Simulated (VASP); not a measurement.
Wanted: the native input for a VASP 6.6.1 run.

| Item | Value |
| --- | --- |
| Task | single point |
| Functional | PBEsol |
| Potentials or basis | VASP PAW PBE potentials, release 64 (Ti_sv, Ge_d) |
| Cutoff | 500 eV |
| k mesh | 6 × 6 × 6 |
| Occupations | gaussian, width 0.05 eV |
| Spin | no spin polarisation |
| Dipole correction | no |
| Further INCAR settings | ALGO = Normal; EDIFF = 1e-06; NBANDS = 20 |

The structure of TiGe lies in POSCAR:

```
TiGe
1.0
    0.0000000000      2.8800772444      2.8800772444
    2.8800772444      0.0000000000      2.8800772444
    2.8800772444      2.8800772444      0.0000000000
Ti Ge
1 1
Direct
    0.0000000000      0.0000000000      0.0000000000
    0.2500000000      0.2500000000      0.2500000000
```

These files were run (other wordings do the same):

INCAR

```
ALGO = Normal
EDIFF = 1E-6
ENCUT = 500
GGA = PS
GGA_COMPAT = F
ISIF = 2
ISMEAR = 0
LASPH = T
LCHARG = F
LREAL = F
LWAVE = F
NBANDS = 20
NELM = 120
PREC = Accurate
SIGMA = 0.05
```

KPOINTS

```
k-points
0
Gamma
  6 6 6
```

Potentials or basis: VASP PAW PBE potentials, release 64 (Ti_sv, Ge_d).

Command:

```console
$ cat potpaw_PBE.64/Ti_sv/POTCAR potpaw_PBE.64/Ge_d/POTCAR > POTCAR
$ mpirun -np 1 vasp_std > vasp.out
```

Results of the run:

```
Pressure               : 0.1 GPa
Band gap on the k mesh : 0.15 eV, direct
```

Caveat: the PAW data sets were made with another functional, which shifts forces and pressure a little.

Wall time 30 s on 1 thread of Intel Xeon 8259CL (shared host), peak memory 0.17 GiB.
